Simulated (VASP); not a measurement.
Wanted: the native input for a VASP 6.6.1 run.

- Task: single point
- Functional: PBEsol
- Potentials or basis: VASP PAW PBE potentials, release 64 (Co)
- Cutoff: 520 eV
- k mesh: 14 × 14 × 8
- Occupations: methfessel-paxton, width 0.5 eV
- Spin: collinear spin, antiferromagnetic start
- Starting moments: [1.8, -1.8] μB
- Dipole correction: no
- Further INCAR settings: ALGO = Normal; EDIFF = 1e-06; NBANDS = 20

The structure of Co lies in POSCAR:

```
Co
1.0
    2.4873648700      0.0000000000      0.0000000000
   -1.2436824400      2.1541211700      0.0000000000
    0.0000000000      0.0000000000      4.0632895000
Co
2
Direct
    0.6666666667      0.3333333333      0.2598610000
    0.3333333333      0.6666666667      0.7401390000
```

The input as run:

INCAR

```
  PREC = Accurate
  ENCUT = 520
  EDIFF = 1E-6
  ISMEAR = 1
  SIGMA = 0.5
  LREAL = F
  LASPH = T
  NELM = 150
  ALGO = Normal
  ISIF = 2
  LWAVE = F
  LCHARG = F
  ISPIN = 2
  MAGMOM = 1.8 -1.8
  LORBIT = 11
  LMAXMIX = 4
  GGA = PS
  NBANDS = 20
```

KPOINTS

```
regular mesh
0
Gamma
  14 14 8
```

Potentials or basis: VASP PAW PBE potentials, release 64 (Co).

The run is started by

```sh
$ cat potpaw_PBE.64/Co/POTCAR > POTCAR
$ mpirun -np 1 vasp_std > vasp.out
```

It gave:

| Item | Value |
| --- | --- |
| Pressure | -18.5 GPa |
| Largest force | 0.541 eV/Å |
| Band gap on the k mesh | zero (filled and empty bands overlap) |
| Net moment | 0.00 μB per cell |
| Site moments | Co +0.67, -0.67 μB |
| Valence electrons inside the program's atomic spheres | Co 8.27 |

Caveat: the cell stands under tension; so wide a smearing shifts energies and pressures; the PAW data sets were made with another functional, which shifts forces and pressure a little.

It took 110 s on 1 thread of Intel(R) Xeon(R) Platinum 8488C (Sapphire Rapids), on a shared host, peak memory 0.21 GiB.
